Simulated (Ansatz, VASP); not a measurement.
# Two plane-wave programs on Mg3Zr

Contents of INCAR:

```
SYSTEM = Mg3Zr
ALGO = Normal
EDIFF = 1E-6
ENCUT = 520
GGA = CA
ISIF = 2
ISMEAR = 0
LASPH = .True.
LCHARG = .False.
LREAL = .False.
LWAVE = .False.
NBANDS = 17
NELM = 80
PREC = Accurate
SIGMA = 0.1
```

KPOINTS

```
k-points
0
Gamma
  5 5 5
  0 0 0
```

POSCAR

```
Mg3Zr
1.0
    4.5150409782      0.0000000000      0.0000000000
    0.0000000000      4.5150409782      0.0000000000
    0.0000000000      0.0000000000      4.5150409782
Mg Zr
3 1
Direct
    0.5000000000      0.5000000000      0.0000000000
    0.5000000000      0.0000000000      0.5000000000
    0.0000000000      0.5000000000      0.5000000000
    0.0000000000      0.0000000000      0.0000000000
```

Input for Ansatz:

```yaml
crystal:
  lattice:
    - [4.515040978224727, 0.0, 0.0]
    - [0.0, 4.515040978224727, 0.0]
    - [0.0, 0.0, 4.515040978224727]
  atoms:
    - { symbol: Mg, position: [0.5, 0.5, 0.0] }
    - { symbol: Mg, position: [0.5, 0.0, 0.5] }
    - { symbol: Mg, position: [0.0, 0.5, 0.5] }
    - { symbol: Zr, position: [0.0, 0.0, 0.0] }
basis:
  ecutwfc: 510.0
kpoints:
  mp_grid:
    grid: [5, 5, 5]
hamiltonian:
  xc: lda
scf:
  occupations:
    method: gaussian
    width: 0.1
output:
  stress: true
```

Alike in both runs: task single point; functional LDA; k mesh 5 × 5 × 5; occupations gaussian, width 0.1 eV; no spin polarisation.

```csv
,VASP,Ansatz
version,VASP 6.6.1,Ansatz 0.2.0
potentials or method,"VASP PAW LDA potentials, release 64 (Mg, Zr_sv), cutoff 520 eV","plane waves, PAW"
valence electrons in the cell,18,42
```

Ansatz gave:

```
pressure (GPa) : -5.0
```

Task: What did VASP give for the same quantities?

Result: Pressure (GPa): -5.3.

LDA's correlation is that of Perdew and Zunger in VASP and of Perdew and Wang (1992) in Ansatz. VASP's potentials hold 18 valence electrons a cell and Ansatz's 42, so a difference there can come from the potentials and not from the codes.
